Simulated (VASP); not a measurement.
A run of VASP 6.6.1 is set up as follows.

File INCAR:

```
SYSTEM = MgO
ALGO = Normal ; EDIFF = 1E-7
ENCUT = 520 ; GGA = PE
ISIF = 2 ; ISMEAR = 0
LASPH = .True. ; LCHARG = .False.
LREAL = .False. ; LWAVE = .False.
NBANDS = 16 ; NELM = 80
PREC = Accurate ; SIGMA = 0.05
```

KPOINTS

```
k-points
0
Gamma
  9 9 6
  0 0 0
```

Contents of POSCAR:

```
MgO
1.0
    3.4650708155      0.0000000000      0.0000000000
   -1.7325354078      3.0008393521      0.0000000000
    0.0000000000      0.0000000000      4.4481114058
Mg O
2 2
Direct
    0.6666666667      0.3333333333      0.7500000000
    0.3333333333      0.6666666667      0.2500000000
    0.6666666667      0.3333333333      0.2500000000
    0.3333333333      0.6666666667      0.7500000000
```

Potentials or basis: VASP PAW PBE potentials, release 64 (Mg, O).

Launch:

```bash
$ cat potpaw_PBE.64/Mg/POTCAR potpaw_PBE.64/O/POTCAR > POTCAR
$ mpirun -np 1 vasp_std > vasp.out
```

**Question.** Estimate the band gap on the k mesh.

**Answer.** 3.09 eV, direct.

**Question.** Estimate the pressure.

**Answer.** -1.8 GPa.

Stress tensor (GPa, compression positive):
```
 0.99  0.00  0.00
 0.00  0.99  0.00
 0.00  0.00 -7.23
```
